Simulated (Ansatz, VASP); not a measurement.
# Ir in VASP and in Ansatz

INCAR

```
SYSTEM = Ir
  PREC = Accurate
  ENCUT = 500
  EDIFF = 1E-6
  ISMEAR = -1
  SIGMA = 0.1
  LREAL = .FALSE.
  LASPH = .TRUE.
  NELM = 120
  ALGO = Normal
  ISIF = 2
  LWAVE = .FALSE.
  LCHARG = .FALSE.
  GGA = CA
  NBANDS = 14
  GGA_COMPAT = .FALSE.
```

Contents of KPOINTS:

```
regular mesh
0
G
  15 15 15
  0 0 0
```

POSCAR

```
Ir
1.0
    0.0000000000      1.9060927672      1.9060927672
    1.9060927672      0.0000000000      1.9060927672
    1.9060927672      1.9060927672      0.0000000000
Ir
1
Direct
    0.0000000000      0.0000000000      0.0000000000
```

Input for Ansatz:

```yaml
crystal:
  lattice:
    - [0.0, 1.9060927672, 1.9060927672]
    - [1.9060927672, 0.0, 1.9060927672]
    - [1.9060927672, 1.9060927672, 0.0]
  atoms:
    - { symbol: Ir, position: [0.0, 0.0, 0.0] }
hamiltonian:
  xc: lda
  pseudopotentials:
    kind: paw
    azcp:
      Ir: "pseudopotentials/Ir.paw.azcp"
basis:
  ecutwfc: 420
  fft_grid_basis: typed
kpoints:
  mp_grid: { grid: [15, 15, 15], shift: [0, 0, 0] }
magnetization:
  spin_polarized: false
scf:
  occupations: { method: fermi_dirac, width: 0.1 }
  lower_state_search: "off"
output:
  stress: true
```

Alike in both runs: task single point; functional LDA; k mesh 15 × 15 × 15; occupations fermi-dirac, width 0.1 eV; no spin polarisation.

|  | VASP | Ansatz |
| --- | --- | --- |
| version | VASP 6.6.1 | Ansatz 0.2.0 |
| potentials or method | VASP PAW LDA potentials, release 64 (Ir_sv_GW), cutoff 500 eV | plane waves (420 eV) with PAW, scalar-relativistic |
| valence electrons in the cell | 17 | 17 |

```tsv
	VASP	Ansatz	Ansatz less VASP
pressure (GPa)	-2.0	-0.3	+1.75
```

Ansatz warns that its potentials were made for another functional, while VASP's fit it. LDA's correlation is that of Perdew and Zunger in VASP and of Perdew and Wang (1992) in Ansatz.

Neither program's run includes spin-orbit coupling.
